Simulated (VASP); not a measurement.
# Al2Si2C (R-3m) in VASP: notebook

Al2Si2C is run at these levels: r2SCAN; tasks: single point, relaxation of cell and atoms.

Everything below comes from runs of VASP 6.6.1. Logs are shortened: lines on timing, memory, paths and dates and some standing lists are left out, and cuts for length are marked.

## Step 1: The cell of the first run

Symmetry: R-3m, No. 166, trigonal system. Conventional cell: a = 2.860 Å, b = 2.860 Å, c = 26.808 Å, α = 90.00°, β = 90.00°, γ = 120.00°. Si (site symmetry 3m) has 3 C at 2.03 Å and 3 Al at 2.72 Å and 9 Si at 2.86 to 2.87 Å within 2.9 Å. Al (site symmetry 3m) has 6 Si at 2.72 to 3.95 Å and 12 Al at 2.80 to 4.00 Å and 3 C at 3.73 Å within 4.0 Å. Within 2.7 Å of C (site symmetry -3m) lie 6 Si at 2.03 Å.

## Step 2: Single point, r2SCAN

POSCAR

```
Al2Si2C
1.0
    1.4299929645      2.4768204690      0.0000000000
   -1.4299929645      2.4768204690      0.0000000000
    0.0000000000     -1.6512136460      8.9359179281
Si Al C
2 2 1
Direct
    0.3771272543      0.3771272543      0.1313817630
    0.6228727457      0.6228727457      0.8686182370
    0.2087359634      0.2087359634      0.6262078903
    0.7912640366      0.7912640366      0.3737921097
    0.0000000000      0.0000000000      0.0000000000
```

INCAR.step1

```
SYSTEM = Al2Si2C
PREC = Accurate
ENCUT = 520
ISMEAR = 1
SIGMA = 0.0122
LREAL = .FALSE.
LASPH = .TRUE.
NELM = 80
NBANDS = 17
GGA = PE
ALGO = Normal
EDIFF = 1E-4
LWAVE = .TRUE.
LCHARG = .FALSE.
```

INCAR.step2

```
SYSTEM = Al2Si2C
PREC = Accurate
ENCUT = 520
EDIFF = 1E-6
ISMEAR = 1
SIGMA = 0.0122
LREAL = .FALSE.
LASPH = .TRUE.
NELM = 80
ALGO = Normal
ISIF = 2
LWAVE = .FALSE.
LCHARG = .FALSE.
METAGGA = R2SCAN
LMIXTAU = .TRUE.
NBANDS = 17
ISTART = 1
```

KPOINTS

```
Automatic mesh
0
G
  8 8 8
  0 0 0
```

Potentials or basis: VASP PAW PBE potentials, release 64 (Si, Al, C).

The run is started by

```bash
cat potpaw_PBE.64/Si/POTCAR potpaw_PBE.64/Al/POTCAR potpaw_PBE.64/C/POTCAR > POTCAR
cp INCAR.step1 INCAR
mpirun -np 1 vasp_std > vasp.out
cp INCAR.step2 INCAR
mpirun -np 1 vasp_std > vasp.out
```

OUTCAR:

```text
SYSTEM = Al2Si2C
   PREC = Accurate
   ENCUT = 520
   EDIFF = 1E-6
   ISMEAR = 1
   LREAL = .FALSE.
   LASPH = .TRUE.
   NELM = 80
   ISIF = 2
   METAGGA = R2SCAN
   ISTART = 1

 ion  position               nearest neighbor table
   1  0.377  0.377  0.131-   5 2.03   5 2.03   5 2.03   4 2.72   4 2.72   4 2.72   2 2.87   2 2.87
                             2 2.87
   2  0.623  0.623  0.869-   5 2.03   5 2.03   5 2.03   3 2.72   3 2.72   3 2.72   1 2.87   1 2.87
                             1 2.87
   3  0.209  0.209  0.626-   2 2.72   2 2.72   2 2.72   4 2.80   4 2.80   4 2.80
   4  0.791  0.791  0.374-   1 2.72   1 2.72   1 2.72   3 2.80   3 2.80   3 2.80
   5  0.000  0.000  0.000-   1 2.03   2 2.03   2 2.03   2 2.03   1 2.03   1 2.03

  LATTYP: Found a trigonal (rhomboedric) cell.
 ALAT       =     9.0871962520
 COS(alpha) =     0.9504734607

  Lattice vectors:

 A1 = (  -1.4299929645,   0.8256068230,   8.9359179281)
 A2 = (   0.0000000000,  -1.6512136460,   8.9359179281)
 A3 = (   1.4299929645,   0.8256068230,   8.9359179281)

Analysis of symmetry for initial positions (statically):
=====================================================================
 Subroutine PRICEL returns:
 Original cell was already a primitive cell.

 Routine SETGRP: Setting up the symmetry group for a
 trigonal (rhombohedral) supercell.

 Subroutine GETGRP returns: Found 12 space group operations
 (whereof 12 operations were pure point group operations)
 out of a pool of 12 trial point group operations.

The static configuration has the point symmetry D_3d.

Analysis of symmetry for dynamics (positions and initial velocities):
=====================================================================
 Subroutine PRICEL returns:
 Original cell was already a primitive cell.

 Routine SETGRP: Setting up the symmetry group for a
 trigonal (rhombohedral) supercell.

 Subroutine GETGRP returns: Found 12 space group operations
 (whereof 12 operations were pure point group operations)
 out of a pool of 12 trial point group operations.

The dynamic configuration has the point symmetry D_3d.

 Subroutine INISYM returns: Found 12 space group operations
 (whereof 12 operations are pure point group operations),
 and found     1 'primitive' translations

----------------------------------------------------------------------------------------

                                     Primitive cell

  volume of cell :      63.2991

  direct lattice vectors                    reciprocal lattice vectors
     1.429992965  2.476820469  0.000000000     0.349652070  0.201871717  0.037302640
    -1.429992965  2.476820469  0.000000000    -0.349652070  0.201871717  0.037302640
     0.000000000 -1.651213646  8.935917928     0.000000000  0.000000000  0.111907921

  length of vectors
     2.859985929  2.859985929  9.087196252     0.405463003  0.405463003  0.111907921

  position of ions in fractional coordinates (direct lattice)
     0.377127254  0.377127254  0.131381763
     0.622872746  0.622872746  0.868618237
     0.208735963  0.208735963  0.626207890
     0.791264037  0.791264037  0.373792110
     0.000000000  0.000000000  0.000000000

  ion indices of the primitive-cell ions
   primitive index   ion index
                 1           1
                 2           2
                 3           3
                 4           4
                 5           5

----------------------------------------------------------------------------------------

 KPOINTS: Automatic mesh

Automatic generation of k-mesh.
 Grid dimensions read from file:
 generate k-points for:    8    8    8

 Generating k-lattice:

  Cartesian coordinates                     Fractional coordinates (reciprocal lattice)
     0.043706509  0.025233965  0.004662830     0.125000000 -0.000000000  0.000000000
    -0.043706509  0.025233965  0.004662830    -0.000000000  0.125000000  0.000000000
     0.000000000  0.000000000  0.013988490     0.000000000  0.000000000  0.125000000

  Length of vectors
     0.050682875  0.050682875  0.013988490

  Shift w.r.t. Gamma in fractional coordinates (k-lattice)
     0.000000000  0.000000000  0.000000000

 Subroutine IBZKPT returns following result:
 ===========================================

 Found     65 irreducible k-points:

 Following reciprocal coordinates:
            Coordinates               Weight
  0.000000  0.000000  0.000000      1.000000
  0.125000 -0.000000  0.000000      6.000000
  0.250000 -0.000000  0.000000      6.000000
  0.375000  0.000000 -0.000000      6.000000
  0.500000 -0.000000  0.000000      3.000000
  0.125000  0.125000  0.000000      6.000000
[... 16 lines left out ...]
  0.125000 -0.000000  0.125000      6.000000
  0.250000 -0.000000  0.125000      6.000000
 [... further k-points ...]
   k-points           NKPTS =     65   k-points in BZ     NKDIM =     65   number of bands    NBANDS=     17
   number of dos      NEDOS =    301   number of ions     NIONS =      5
   total plane-waves  NPLWV =  40320
   dimension x,y,z NGX =    24 NGY =   24 NGZ =   70
   dimension x,y,z NGXF=    48 NGYF=   48 NGZF=  140
   ions per type =               2   2   1
   NGX,Y,Z   is equivalent  to a cutoff of  13.95, 13.95, 12.81 a.u.
   NGXF,Y,Z  is equivalent  to a cutoff of  27.90, 27.90, 25.61 a.u.
 SYSTEM =  Al2Si2C
   PREC   = accura    normal or accurate (medium, high low for compatibility)
   ISTART =      1    job   : 0-new  1-cont  2-samecut
   ICHARG =      0    charge: 1-file 2-atom 10-const
   ISPIN  =      1    spin polarized calculation?
   LNONCOLLINEAR =      F non collinear calculations
   LSORBIT =      F    spin-orbit coupling
   LASPH  =      T    aspherical Exc in radial PAW
   ENCUT  =  520.0 eV  38.22 Ry    6.18 a.u.   5.32  5.32 16.90*2*pi/ulx,y,z
   NELM   =     80;   NELMIN=  2; NELMDL=  0     # of ELM steps
   EDIFF  = 0.1E-05   stopping-criterion for ELM
   LREAL  =      F    real-space projection
   EDIFFG = 0.1E-04   stopping-criterion for IOM
   NSW    =      0    number of steps for IOM
   IBRION =     -1    ionic relax: 0-MD 1-quasi-New 2-CG
   NFREE  =      0    steps in history (QN), initial steepest desc. (CG)
   ISIF   =      2    stress and relaxation
   ISYM   =      2    0-nonsym 1-usesym 2-fastsym
   POTIM  = 0.5000    time-step for ionic-motion
   TEBEG  =    0.0;   TEEND  =   0.0 temperature during run
   PSTRESS=    0.0 pullay stress
   NELECT =      18.0000    total number of electrons
   NUPDOWN=      -1.0000    fix difference up-down
   EMIN   =  10.00;   EMAX   =-10.00  energy-range for DOS
   EFERMI =   0.00;   METHOD = LEGACY
   ISMEAR =     1;   SIGMA  =   0.01  broadening in eV -4-tet -1-fermi 0-gaus
   EFERMI_NEDOS =   21; number of points for ismear=-14 and -15
   IALGO  =     38    algorithm
   IMIX   =      4    mixing-type and parameters
     AMIX     =   0.40;   BMIX     =  1.00
     AMIX_MAG =   1.60;   BMIX_MAG =  1.00
  volume/ion in A,a.u.               =      12.66        85.43
  Fermi-wavevector in a.u.,A,eV,Ry     =   1.076547  2.034379 15.768529  1.158954
  Thomas-Fermi vector in A             =   2.212435
   LORBIT       =      0    0 simple, 1 ext, 2 COOP (PROOUT), +10 PAW based schemes
   METAGGA = R2SCAN    functional components
   LHFCALC =     F    Hartree Fock is set to
   AEXX    =    0.0000 exact exchange contribution
   IVDW    =     0    specifies the selected vdW correction
   LEPSILON=     F    determine dielectric tensor
   LRPA    =     F    only Hartree local field effects (RPA)
 non-spin polarized calculation
 Methfessel and Paxton  Order N= 1 SIGMA  =   0.01
  energy-cutoff  :      520.00
  volume of cell :       63.30
 maximum number of plane-waves:      1738
 NGX is ok and might be reduce to    24
   NGX = 11   NGY = 11   NGZ = 33

 number of electron      17.9999999 magnetization

 Free energy of the ion-electron system (eV)
  ---------------------------------------------------
  ext. energy  EPLUGINS =         0.00000000
  ---------------------------------------------------
  free energy    TOTEN  =       -38.80739111 eV

  energy without entropy =      -38.80735282  energy(sigma->0) =      -38.80737834

 E-fermi :  10.0815     XC(G=0): -11.8554

 val. band max:       10.0784186305   @ k =   0.3750   0.3750  -0.0000
 cond. band min:      10.0851976149   @ k =  -0.3750   0.0000   0.1250
 fundamental gap:      0.0067789844
 Fermi energy:        10.0814946744

 k-point     1 :       0.0000    0.0000    0.0000
  band No.  band energies     occupation
      1      -8.5451      2.00000
      2      -3.1729      2.00000
      3      -1.6010      2.00000
      4       2.6475      2.00000
      5       2.7495      2.00000
      6       8.5289      2.00000
[... 9 lines left out ...]
     16      20.2248      0.00000
     17      20.2248      0.00000

 k-point     2 :       0.1250   -0.0000    0.0000
  band No.  band energies     occupation
      1      -8.2005      2.00000
      2      -2.7989      2.00000
      3      -1.1996      2.00000
      4       2.7715      2.00000
      5       3.3329      2.00000
      6       6.8552      2.00000
[... 9 lines left out ...]
     16      18.8394      0.00000
     17      19.2177      0.00000

 k-point     3 :       0.2500   -0.0000    0.0000
  band No.  band energies     occupation
      1      -7.1826      2.00000
      2      -1.6871      2.00000
      3      -0.0129      2.00000
      4       3.3018      2.00000
      5       3.8402      2.00000
      6       4.6770      2.00000
[... 392 lines left out ...]
 k-point    23 :       0.1250   -0.0000    0.1250
  band No.  band energies     occupation
      1      -8.2001      2.00000
      2      -2.8546      2.00000
      3      -1.0183      2.00000
      4       1.9853      2.00000
      5       4.1911      2.00000
      6       6.8525      2.00000
[... 9 lines left out ...]
     16      18.7604      0.00000
     17      19.5418      0.00000

 k-point    24 :       0.2500   -0.0000    0.1250
  band No.  band energies     occupation
      1      -7.1821      2.00000
      2      -1.7514      2.00000
      3       0.2231      2.00000
      4       2.7335      2.00000
      5       3.6898      2.00000
      6       5.4511      2.00000
[... 9 lines left out ...]
     16      17.5095      0.00000
     17      18.0275      0.00000

 [... further k-points ...]

------------------------ aborting loop because EDIFF is reached ----------------------------------------

  FORCE on cell =-STRESS in cart. coord.  units (eV):
  Direction    XX          YY          ZZ          XY          YZ          ZX
  --------------------------------------------------------------------------------------
  -------------------------------------------------------------------------------------
  Total       -0.0176963     -0.0176963     -0.0812798      0.0000000     -0.0000000      0.0000000
  in kB       -0.4479152     -0.4479152     -2.0572893      0.0000000     -0.0000000      0.0000000
  external PRESSURE =      -0.9843733 kB  Pullay stress =       0.0000000 kB

 VOLUME and BASIS-vectors are now :
 -----------------------------------------------------------------------------
  energy-cutoff  :      520.00
  volume of cell :       63.30
      direct lattice vectors                 reciprocal lattice vectors
     1.429992965  2.476820469  0.000000000     0.349652070  0.201871717  0.037302640
    -1.429992965  2.476820469  0.000000000    -0.349652070  0.201871717  0.037302640
     0.000000000 -1.651213646  8.935917928     0.000000000  0.000000000  0.111907921

 POSITION                                       TOTAL-FORCE (eV/Angst)
 -----------------------------------------------------------------------------------
      0.00000      1.65121      1.17402         0.000000      0.000000      0.001080
      0.00000      1.65121      7.76190         0.000000     -0.000000     -0.001080
      0.00000     -0.00000      5.59574         0.000000     -0.000000     -0.013590
      0.00000      3.30243      3.34018         0.000000      0.000000      0.013590
      0.00000      0.00000      0.00000         0.000000      0.000000      0.000000
 -----------------------------------------------------------------------------------
    total drift:                                0.000000     -0.000000     -0.000000

  FREE ENERGIE OF THE ION-ELECTRON SYSTEM (eV)
  ---------------------------------------------------
  free  energy   TOTEN  =       -38.8073911076 eV

  energy  without entropy=      -38.8073528167  energy(sigma->0) =      -38.80737834
```

Wall time 4.5 min (1 thread of Intel Xeon Platinum 8259CL at 2.50GHz (Skylake/Cascade Lake), shared host); peak memory 0.23 GiB.

Results:

```
Free energy            : -38.8074 eV
Pressure               : -0.1 GPa
Largest force          : 0.014 eV/Å
Band gap on the k mesh : zero (bands 9 and 10 overlap by 6.65 eV)
```

Forces on the atoms (eV/Å):
```
Si   0.000  0.000  0.001
Si   0.000  0.000 -0.001
Al   0.000  0.000 -0.014
Al   0.000  0.000  0.014
C    0.000  0.000  0.000
```

Caveat: the PAW data sets were made with another functional, which shifts forces and pressure a little.

## Step 3: Relaxation of cell and atoms, r2SCAN

This run uses another cell than the first one, of 12.87 Å³/atom.

POSCAR

```
Al2Si2C
1.0
    1.5300540000      2.6501250000      0.0000000000
   -1.5300540000      2.6501250000      0.0000000000
    0.0000000000     -1.7667500000      7.9337850000
Si Al C
2 2 1
Direct
    0.3740000000      0.3740000000      0.1220000000
    0.6260000000      0.6260000000      0.8780000000
    0.2300000000      0.2300000000      0.6900000000
    0.7700000000      0.7700000000      0.3100000000
    0.0000000000      0.0000000000      0.0000000000
```

INCAR.step1

```
SYSTEM = Al2Si2C
  PREC = Accurate
  ENCUT = 600
  ISMEAR = 1
  SIGMA = 0.0122
  LREAL = .False.
  LASPH = .True.
  NELM = 60
  GGA = PE
  ALGO = Normal
  EDIFF = 1E-4
  LWAVE = .True.
  LCHARG = .False.
```

INCAR.step2

```
SYSTEM = Al2Si2C
  PREC = Accurate
  ENCUT = 600
  EDIFF = 1E-6
  ISMEAR = 1
  SIGMA = 0.0122
  LREAL = .False.
  LASPH = .True.
  NELM = 60
  ALGO = Normal
  ISIF = 3
  LWAVE = .False.
  LCHARG = .False.
  METAGGA = R2SCAN
  LMIXTAU = .True.
  IBRION = 2
  NSW = 80
  EDIFFG = -0.01
  ISTART = 1
```

KPOINTS

```
Automatic mesh
0
Gamma
  8 8 8
  0 0 0
```

Potentials or basis: VASP PAW PBE potentials, release 64 (Si, Al, C).

The run is started by

```bash
cat potpaw_PBE.64/Si/POTCAR potpaw_PBE.64/Al/POTCAR potpaw_PBE.64/C/POTCAR > POTCAR
cp INCAR.step1 INCAR
mpirun -np 1 vasp_std > vasp.out
cp INCAR.step2 INCAR
mpirun -np 1 vasp_std > vasp.out
```

It took 38 min on 1 thread of Intel Xeon Platinum 8259CL at 2.50GHz (Skylake/Cascade Lake), shared host; peak memory 0.25 GiB.

The run converged. Its results:

```yaml
Free_energy: -38.8077 eV
Relaxed_volume: 12.71 Å³/atom
Relaxed_cell: a = 2.842 Å, b = 2.842 Å, c = 9.237 Å, α = 98.85°, β = 98.85°, γ = 60.00°
Space_group_after_relaxing_to_0.1_Å: R-3m (No. 166)
Energy_gained_by_relaxing: 762.8 meV/atom
Ionic_steps: 20
Pressure_after_relaxing: 0.0 GPa
Largest_force_after_relaxing: 0.008 eV/Å
Band_gap_on_the_k_mesh: zero (bands 9 and 10 overlap by 6.04 eV)
```

Forces on the atoms (eV/Å):
```
Si   0.000  0.000  0.008
Si   0.000  0.000 -0.008
Al   0.000  0.000  0.006
Al   0.000  0.000 -0.006
C    0.000  0.000  0.000
```

Stress tensor (GPa, compression positive):
```
 0.03  0.00  0.00
 0.00  0.03  0.00
 0.00  0.00 -0.06
```

Step by step:
```csv
step,energy change (eV),largest force (eV/Å),pressure (GPa),volume (Å³)
1,0.0000,5.5608,26.20,64.34
2,-1.9126,0.7752,-13.45,85.65
3,-2.1312,1.2253,-7.77,78.63
4,-3.0465,0.9009,-8.28,73.51
5,-3.3039,2.3608,-2.44,65.25
6,-3.5218,1.4927,-7.10,69.24
7,-3.5345,1.7067,-6.60,68.58
8,-3.5412,1.1805,11.69,60.18
9,-3.7118,0.4200,1.24,64.11
10,-3.7412,0.6738,0.09,64.98
11,-3.7465,0.4429,0.30,64.73
12,-3.7701,0.3403,-1.14,65.17
13,-3.7821,0.2270,-3.03,65.69
14,-3.7969,0.1517,-2.39,65.17
15,-3.8109,0.0518,-1.20,64.29
16,-3.8126,0.0608,-0.55,63.89
17,-3.8136,0.0175,-0.35,63.74
18,-3.8138,0.0235,-0.23,63.67
19,-3.8138,0.0268,-0.21,63.67
20,-3.8139,0.0076,0.00,63.57
```

Final structure:
```
Si Al C
1.0
     1.42085    2.46098    0.00000
    -1.42085    2.46098    0.00000
     0.00000   -1.64065    9.09013
Si Al C
2 2 1
Direct
  0.37639 0.37639 0.12918
  0.62361 0.62361 0.87082
  0.20922 0.20922 0.62766
  0.79078 0.79078 0.37234
  0.00000 0.00000 0.00000
```

Levels at points of the mesh, in eV from the Fermi level:
| k point | band 7 | band 8 | band 9 | band 10 | band 11 | band 12 |
| --- | --- | --- | --- | --- | --- | --- |
| (0.00, 0.00, 0.00) | -1.48 | -0.20 | 1.87 | 6.25 | 6.25 | 6.84 |
| (0.50, 0.00, 0.00) | -4.10 | -2.80 | -2.07 | -0.73 | 0.29 | 2.61 |
| (0.50, 0.50, 0.00) | -4.36 | -4.10 | -2.44 | 0.12 | 1.39 | 2.14 |
| (0.00, 0.00, 0.50) | -1.48 | -1.48 | 4.68 | 6.24 | 6.24 | 6.74 |

Caveat: the PAW data sets were made with another functional, which shifts forces and pressure a little.
